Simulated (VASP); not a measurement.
A run of VASP 6.6.1 is set up as follows.

The input INCAR:

```
SYSTEM = LiH
  PREC = Accurate
  ENCUT = 520
  EDIFF = 1E-6
  ISMEAR = -1
  SIGMA = 0.02
  LREAL = .False.
  LASPH = .True.
  NELM = 100
  ALGO = Normal
  ISIF = 2
  LWAVE = .False.
  LCHARG = .True.
  GGA = PE
  LELF = .True.
  LVHAR = .True.
  NBANDS = 9
```

File KPOINTS:

```
regular mesh
0
Gamma
  10 10 10
  0 0 0
```

File POSCAR:

```
LiH
1.0
    0.0000000000      2.0388484488      2.0029948411
    2.0388484488      0.0000000000      2.0029948411
    2.0388484488      2.0388484488      0.0000000000
Li H
1 1
Direct
    0.0000000000      0.0000000000      0.0000000000
    0.5000000000      0.5000000000      0.5000000000
```

Potentials or basis: VASP PAW PBE potentials, release 64 (Li_sv, H).

Command:

```console
$ cat potpaw_PBE.64/Li_sv/POTCAR potpaw_PBE.64/H/POTCAR > POTCAR
$ mpirun -np 1 vasp_std > vasp.out
```

(1) Estimate the band gap on the k mesh.

## Answers

(1) 2.84 eV, indirect (least direct gap 2.97 eV).

Caveat: the cell differs from its parent crystal (biaxial xy strain +1.8%).
